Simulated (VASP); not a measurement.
Set up this calculation in VASP 6.6.1, as the native input.

```
Task                   : single point
Functional             : PBE
Potentials or basis    : VASP PAW PBE potentials, release 64 (Ba_sv, Li_sv, S)
Cutoff                 : 520 eV
k mesh                 : 4 × 2 × 2
Occupations            : gaussian, width 0.1 eV
Spin                   : no spin polarisation
Dipole correction      : no
Further INCAR settings : ALGO = Normal; EDIFF = 1e-06; NBANDS = 39
```

The structure of BaLi2S2 lies in POSCAR:

```
BaLi2S2
1.0
   -4.3032173310     -0.0000764064      0.0003933063
    0.0008976142      0.0006973815     -7.1291896615
   -0.0000919100     -7.4490303504      0.0007061028
Ba Li S
2 4 4
Direct
    0.5000118565      0.0002734406      0.5000125300
    1.0000889333      0.9999481999      0.0000482327
    0.5000624090      0.3879573301      0.8335580271
    0.9998661622      0.3879233320      0.3330476159
    1.0001915362      0.6119107310      0.6664660476
    0.4998719351      0.6120746526      0.1669046993
    0.4998768185      0.7284945497      0.8332023430
    0.9999334065      0.7286506586      0.3336521426
    0.9999959654      0.2714337988      0.6667445171
    0.5001009773      0.2713333067      0.1663638447
```

These files were run (other wordings do the same):

INCAR

```
ALGO = Normal
EDIFF = 1E-6
ENCUT = 520
GGA = PE
ISIF = 2
ISMEAR = 0
LASPH = T
LCHARG = F
LREAL = F
LWAVE = F
NBANDS = 39
NELM = 60
PREC = Accurate
SIGMA = 0.1
```

KPOINTS

```
k-points
0
Gamma
  4 2 2
```

Potentials or basis: VASP PAW PBE potentials, release 64 (Ba_sv, Li_sv, S).

Command:

```bash
$ cat potpaw_PBE.64/Ba_sv/POTCAR potpaw_PBE.64/Li_sv/POTCAR potpaw_PBE.64/S/POTCAR > POTCAR
$ mpirun -np 1 vasp_std > vasp.out
```

Results of the run:

```
Largest force          : 0.084 eV/Å
Band gap on the k mesh : 2.74 eV
```

Caveat: the k points lie up to 0.44 Å⁻¹ apart; spin-orbit coupling is left out, which moves the levels of the heavy elements.

Wall time 64 s on 1 thread of AMD EPYC 9R45 96-Core Processor (Zen 5) (shared host), peak memory 0.31 GiB.
